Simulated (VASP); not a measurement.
# In2O3 (R-3c) in VASP: notebook

In2O3 is run at these levels: PBEsol, PBE, r2SCAN; tasks: single point.

Program: VASP 6.6.1. These are calculated values, not measurements. Logs are shortened: lines on timing, memory, paths and dates and some standing lists are left out, and cuts for length are marked.

## 1. The cell of the first run

Symmetry: R-3c, No. 167, trigonal system. Conventional cell: a = 5.512 Å, b = 5.512 Å, c = 14.537 Å, α = 90.00°, β = 90.00°, γ = 120.00°. In (site symmetry 3) has 6 O at 2.13 to 2.26 Å within 2.8 Å. O (site symmetry 2) has 4 In at 2.13 to 2.26 Å within 2.8 Å.

## 2. Single point, PBEsol

Contents of INCAR:

```
SYSTEM = In2O3
ALGO = Normal
EDIFF = 1E-6
ENCUT = 520
GGA = PS
ISIF = 2
ISMEAR = -1
LASPH = .TRUE.
LCHARG = .FALSE.
LREAL = .FALSE.
LWAVE = .FALSE.
NBANDS = 55
NELM = 60
PREC = Accurate
SIGMA = 0.02
```

Contents of KPOINTS:

```
k-points
0
G
  6 6 6
  0 0 0
```

Contents of POSCAR:

```
In2O3
1.0
    2.7562478014      1.5913204101      4.8455149935
   -2.7562478014      1.5913204101      4.8455149935
    0.0000000000     -3.1826408202      4.8455149935
In O
4 6
Direct
    0.8574531903      0.8574531903      0.8574531903
    0.3574531903      0.3574531903      0.3574531903
    0.1425468097      0.1425468097      0.1425468097
    0.6425468097      0.6425468097      0.6425468097
    0.4541302300      0.0458697700      0.7500000000
    0.0458697700      0.7500000000      0.4541302300
    0.5458697700      0.9541302300      0.2500000000
    0.2500000000      0.5458697700      0.9541302300
    0.9541302300      0.2500000000      0.5458697700
    0.7500000000      0.4541302300      0.0458697700
```

Potentials or basis: VASP PAW PBE potentials, release 64 (In_d, O).

On the command line:

```sh
$ cat potpaw_PBE.64/In_d/POTCAR potpaw_PBE.64/O/POTCAR > POTCAR
$ mpirun -np 1 vasp_std > vasp.out
```

OUTCAR:

```text
SYSTEM = In2O3
   EDIFF = 1E-6
   ENCUT = 520
   GGA = PS
   ISIF = 2
   ISMEAR = -1
   LASPH = .TRUE.
   LREAL = .FALSE.
   NELM = 60
   PREC = Accurate

 ion  position               nearest neighbor table
   1  0.857  0.857  0.857-   8 2.13   7 2.13   9 2.13   5 2.26   6 2.26  10 2.26   4 3.12   3 3.26
                             3 3.26   3 3.26   4 3.62   4 3.62   4 3.62   2 4.00   2 4.00   2 4.00
   2  0.357  0.357  0.357-   6 2.13   5 2.13  10 2.13   7 2.26   9 2.26   8 2.26   3 3.12   4 3.26
                             4 3.26   4 3.26   3 3.62   3 3.62   3 3.62   1 4.00   1 4.00   1 4.00
   3  0.143  0.143  0.143-  10 2.13   5 2.13   6 2.13   7 2.26   9 2.26   8 2.26   2 3.12   1 3.26
                             1 3.26   1 3.26   2 3.62   2 3.62   2 3.62   4 4.00   4 4.00   4 4.00
   4  0.643  0.643  0.643-   9 2.13   7 2.13   8 2.13   5 2.26   6 2.26  10 2.26   1 3.12   2 3.26
                             2 3.26   2 3.26   1 3.62   1 3.62   1 3.62   3 4.00   3 4.00   3 4.00
   5  0.454  0.046  0.750-   2 2.13   3 2.13   1 2.26   4 2.26
   6  0.046  0.750  0.454-   2 2.13   3 2.13   1 2.26   4 2.26
   7  0.546  0.954  0.250-   1 2.13   4 2.13   3 2.26   2 2.26
   8  0.250  0.546  0.954-   1 2.13   4 2.13   3 2.26   2 2.26
   9  0.954  0.250  0.546-   4 2.13   1 2.13   3 2.26   2 2.26
  10  0.750  0.454  0.046-   3 2.13   2 2.13   1 2.26   4 2.26

  LATTYP: Found a trigonal (rhomboedric) cell.
 ALAT       =     5.7972595373
 COS(alpha) =     0.5479140304

  Lattice vectors:

 A1 = (   2.7562478014,   1.5913204101,   4.8455149935)
 A2 = (  -2.7562478014,   1.5913204101,   4.8455149935)
 A3 = (   0.0000000000,  -3.1826408202,   4.8455149935)

Analysis of symmetry for initial positions (statically):
=====================================================================
 Subroutine PRICEL returns:
 Original cell was already a primitive cell.

 Routine SETGRP: Setting up the symmetry group for a
 trigonal (rhombohedral) supercell.

 Subroutine GETGRP returns: Found 12 space group operations
 (whereof  6 operations were pure point group operations)
 out of a pool of 12 trial point group operations.

The static configuration has the point symmetry S_6 .
 The point group associated with its full space group is D_3d.

Analysis of symmetry for dynamics (positions and initial velocities):
=====================================================================
 Subroutine PRICEL returns:
 Original cell was already a primitive cell.

 Routine SETGRP: Setting up the symmetry group for a
 trigonal (rhombohedral) supercell.

 Subroutine GETGRP returns: Found 12 space group operations
 (whereof  6 operations were pure point group operations)
 out of a pool of 12 trial point group operations.

[... 125 lines left out ...]
   POTIM  = 0.5000    time-step for ionic-motion
   TEBEG  =    0.0;   TEEND  =   0.0 temperature during run
   PSTRESS=    0.0 pullay stress
   NELECT =      88.0000    total number of electrons
   NUPDOWN=      -1.0000    fix difference up-down
   EMIN   =  10.00;   EMAX   =-10.00  energy-range for DOS
   EFERMI =   0.00;   METHOD = LEGACY
   ISMEAR =    -1;   SIGMA  =   0.02  broadening in eV -4-tet -1-fermi 0-gaus
   EFERMI_NEDOS =   21; number of points for ismear=-14 and -15
   IALGO  =     38    algorithm
   IMIX   =      4    mixing-type and parameters
     AMIX     =   0.40;   BMIX     =  1.00
     AMIX_MAG =   1.60;   BMIX_MAG =  1.00
  volume/ion in A,a.u.               =      12.75        86.05
  Fermi-wavevector in a.u.,A,eV,Ry     =   1.446705  2.733876 28.476392  2.092956
  Thomas-Fermi vector in A             =   2.564743
   LORBIT       =      0    0 simple, 1 ext, 2 COOP (PROOUT), +10 PAW based schemes
   GGA     = PS    functional components
   LHFCALC =     F    Hartree Fock is set to
   AEXX    =    0.0000 exact exchange contribution
   IVDW    =     0    specifies the selected vdW correction
   LEPSILON=     F    determine dielectric tensor
   LRPA    =     F    only Hartree local field effects (RPA)
 non-spin polarized calculation
  energy-cutoff  :      520.00
  volume of cell :      127.52
 maximum number of plane-waves:      3452
 NGX is ok and might be reduce to    48
   NGX = 21   NGY = 21   NGZ = 21

 number of electron      88.0000015 magnetization

 Free energy of the ion-electron system (eV)
  ---------------------------------------------------
  ext. energy  EPLUGINS =         0.00000000
  ---------------------------------------------------
  free energy    TOTEN  =       -59.38984755 eV

  energy without entropy =      -59.38984755  energy(sigma->0) =      -59.38984755

 E-fermi :   5.8003     XC(G=0): -11.4511

 val. band max:        5.3503362391   @ k =   0.3333  -0.0000   0.0000
 cond. band min:       6.4587976192   @ k =   0.0000   0.0000   0.0000
 fundamental gap:      1.1084613801
 Fermi energy:         5.8003317204

 k-point     1 :       0.0000    0.0000    0.0000
  band No.  band energies     occupation
      1     -12.1891      2.00000
      2     -11.2793      2.00000
      3     -11.2793      2.00000
      4     -11.0689      2.00000
      5     -11.0689      2.00000
      6     -10.9826      2.00000
[... 1381 lines left out ...]
     54      15.7435      0.00000
     55      16.4207      0.00000

 [... further k-points ...]
[... 5 lines left out ...]
  --------------------------------------------------------------------------------------
  -------------------------------------------------------------------------------------
  Total        0.4371845      0.4371845      0.3140092      0.0000000     -0.0000000      0.0000000
  in kB        5.4929828      5.4929828      3.9453533      0.0000000     -0.0000000      0.0000000
  external PRESSURE =       4.9771063 kB  Pullay stress =       0.0000000 kB

 VOLUME and BASIS-vectors are now :
 -----------------------------------------------------------------------------
  energy-cutoff  :      520.00
  volume of cell :      127.52
      direct lattice vectors                 reciprocal lattice vectors
     2.756247801  1.591320410  4.845514994     0.181406040  0.104734826  0.068792137
    -2.756247801  1.591320410  4.845514994    -0.181406040  0.104734826  0.068792137
     0.000000000 -3.182640820  4.845514994     0.000000000 -0.209469653  0.068792137

 POSITION                                       TOTAL-FORCE (eV/Angst)
 -----------------------------------------------------------------------------------
      0.00000      0.00000     12.46441         0.000000     -0.000000     -0.003358
      0.00000      0.00000      5.19613         0.000000     -0.000000     -0.003358
      0.00000      0.00000      2.07214         0.000000     -0.000000      0.003358
      0.00000      0.00000      9.34041         0.000000     -0.000000      0.003358
      1.12527     -1.59132      6.05689         0.006332     -0.000000     -0.000000
     -1.94076     -0.17885      6.05689        -0.003166     -0.005484     -0.000000
     -1.12527      1.59132      8.47965        -0.006332     -0.000000     -0.000000
     -0.81549     -1.77017      8.47965         0.003166     -0.005484     -0.000000
      1.94076      0.17885      8.47965         0.003166      0.005484     -0.000000
      0.81549      1.77017      6.05689        -0.003166      0.005484     -0.000000
 -----------------------------------------------------------------------------------
    total drift:                               -0.000000     -0.000000     -0.000000

  FREE ENERGIE OF THE ION-ELECTRON SYSTEM (eV)
  ---------------------------------------------------
  free  energy   TOTEN  =       -59.3898475471 eV

  energy  without entropy=      -59.3898475471  energy(sigma->0) =      -59.38984755
```

OSZICAR:

```text
N       E                     dE             d eps       ncg     rms          rms(c)
DAV:   1     0.125780958799E+04    0.12578E+04   -0.41246E+04  3637   0.229E+03
DAV:   2     0.191535161414E+03   -0.10663E+04   -0.10149E+04  3655   0.643E+02
DAV:   3    -0.472907674768E+02   -0.23883E+03   -0.23109E+03  3893   0.269E+02
DAV:   4    -0.677588798407E+02   -0.20468E+02   -0.20273E+02  4761   0.845E+01
DAV:   5    -0.681911457877E+02   -0.43227E+00   -0.43125E+00  4440   0.131E+01    0.217E+01
DAV:   6    -0.594298460654E+02    0.87613E+01   -0.32381E+01  5290   0.593E+01    0.168E+01
DAV:   7    -0.594858561245E+02   -0.56010E-01   -0.31226E+00  4058   0.103E+01    0.430E+00
DAV:   8    -0.594175746937E+02    0.68281E-01   -0.26531E-01  5385   0.313E+00    0.237E+00
DAV:   9    -0.593917831219E+02    0.25792E-01   -0.52905E-02  5417   0.289E+00    0.449E-01
DAV:  10    -0.593894544670E+02    0.23287E-02   -0.16807E-02  5057   0.128E+00    0.801E-02
DAV:  11    -0.593898480713E+02   -0.39360E-03   -0.17897E-03  4513   0.262E-01    0.100E-01
DAV:  12    -0.593898459237E+02    0.21476E-05   -0.24139E-04  5648   0.116E-01    0.282E-02
DAV:  13    -0.593898468070E+02   -0.88334E-06   -0.11326E-05  4403   0.237E-02    0.110E-02
DAV:  14    -0.593898475471E+02   -0.74006E-06   -0.13657E-06  2912   0.674E-03
   1 F= -.59389848E+02 E0= -.59389848E+02  d E =-.135000E-10
```

stdout:

```text
POSCAR found type information on POSCAR InO
 POSCAR found :  2 types and      10 ions
 scaLAPACK will be used
 -----------------------------------------------------------------------------
|                                                                             |
|                                                                             |
|     You enforced a specific xc type in the INCAR file but a different       |
|     I HOPE YOU KNOW WHAT YOU ARE DOING!                                     |
|                                                                             |
 -----------------------------------------------------------------------------

 LDA part: xc-table for (Slater+PW92), standard interpolation
 POSCAR, INCAR and KPOINTS ok, starting setup
 FFT: planning ... GRIDC
 FFT: planning ... GRID_SOFT
 FFT: planning ... GRID
 WAVECAR not read
 entering main loop
```

Run time: 4.3 min. Hardware: 1 thread of Intel Xeon Platinum 8488C (Sapphire Rapids), shared host; peak memory 0.4 GiB.

Results:

- Free energy: -59.3898 eV
- Pressure: 0.5 GPa
- Largest force: 0.006 eV/Å
- Band gap on the k mesh: 1.11 eV, indirect (least direct gap 1.16 eV)

Forces in eV/Å, atoms in the order of the input:
```
In   0.000  0.000 -0.003
In   0.000  0.000 -0.003
In   0.000  0.000  0.003
In   0.000  0.000  0.003
O    0.006  0.000  0.000
O   -0.003 -0.005  0.000
O   -0.006  0.000  0.000
O    0.003 -0.005  0.000
O    0.003  0.005  0.000
O   -0.003  0.005  0.000
```

Stress tensor (GPa, compression positive):
```
0.55 0.00 0.00
0.00 0.55 0.00
0.00 0.00 0.39
```

Caveat: the PAW data sets were made with another functional, which shifts forces and pressure a little; spin-orbit coupling is left out, which moves the levels of the heavy elements. A k mesh can miss the band edges.

## 3. Single point, PBE

This run uses another cell than the first one, of 13.24 Å³/atom, 1.039 times its volume.

Contents of INCAR:

```
PREC     = Accurate       # precision mode
ENCUT    = 520            # plane-wave cutoff, eV
EDIFF    = 1E-6           # SCF threshold, eV
ISMEAR   = -1             # smearing method
SIGMA    = 0.02           # smearing width, eV
LREAL    = False          # projectors in reciprocal space
LASPH    = True           # aspherical terms in the spheres
NELM     = 60             # most SCF steps
ALGO     = Normal         # electronic algorithm
ISIF     = 2              # what is computed and relaxed
LWAVE    = False          # write WAVECAR
LCHARG   = False          # write CHGCAR
GGA      = PE             # functional
NBANDS   = 55             # bands
```

Contents of KPOINTS:

```
Automatic mesh
0
Gamma
  6 6 6
```

Contents of POSCAR:

```
In2O3
1.0
    2.7878242004      1.6095510525      4.9187378593
   -2.7878242004      1.6095510525      4.9187378593
    0.0000000000     -3.2191021051      4.9187378593
In O
4 6
Direct
    0.8572458099      0.8572458099      0.8572458099
    0.3572458099      0.3572458099      0.3572458099
    0.1427541901      0.1427541901      0.1427541901
    0.6427541901      0.6427541901      0.6427541901
    0.4535243159      0.0464756841      0.7500000000
    0.0464756841      0.7500000000      0.4535243159
    0.5464756841      0.9535243159      0.2500000000
    0.2500000000      0.5464756841      0.9535243159
    0.9535243159      0.2500000000      0.5464756841
    0.7500000000      0.4535243159      0.0464756841
```

Potentials or basis: VASP PAW PBE potentials, release 64 (In_d, O).

On the command line:

```sh
$ cat potpaw_PBE.64/In_d/POTCAR potpaw_PBE.64/O/POTCAR > POTCAR
$ mpirun -np 1 vasp_std > vasp.out
```

Wall time 4.1 min (1 thread of Intel Xeon Platinum 8488C (Sapphire Rapids), shared host); peak memory 0.4 GiB.

Results (log left out):

| Item | Value |
| --- | --- |
| Free energy | -55.4755 eV |
| Pressure | 0.4 GPa |
| Largest force | 0.016 eV/Å |
| Band gap on the k mesh | 0.96 eV, indirect (least direct gap 1.04 eV) |

Forces in eV/Å, atoms in the order of the input:
```
In   0.000  0.000 -0.016
In   0.000  0.000 -0.016
In   0.000  0.000  0.016
In   0.000  0.000  0.016
O    0.007  0.000  0.000
O   -0.004 -0.006  0.000
O   -0.007  0.000  0.000
O    0.004 -0.006  0.000
O    0.004  0.006  0.000
O   -0.004  0.006  0.000
```

Stress tensor (GPa, compression positive):
```
0.44 0.00 0.00
0.00 0.44 0.00
0.00 0.00 0.28
```

Levels at points of the mesh, in eV from the valence-band top:
```
           k point  band 40  band 41  band 42  band 43  band 44  band 45  band 46  band 47  band 48  band 49
(0.00, 0.00, 0.00)    -0.35    -0.24    -0.24    -0.08    -0.08     0.96     5.31     5.85     6.94     8.85
(0.50, 0.00, 0.00)    -0.84    -0.72    -0.72    -0.06    -0.06     4.62     4.62     5.54     5.54     8.18
(0.50, 0.50, 0.00)    -0.79    -0.52    -0.35    -0.10    -0.05     4.80     5.18     6.05     6.21     7.11
(0.50, 0.50, 0.50)    -1.03    -0.19    -0.19    -0.19    -0.19     4.10     4.10     6.72     6.72     8.09
```

Caveat: spin-orbit coupling is left out, which moves the levels of the heavy elements.

[end of part 1 of 2]
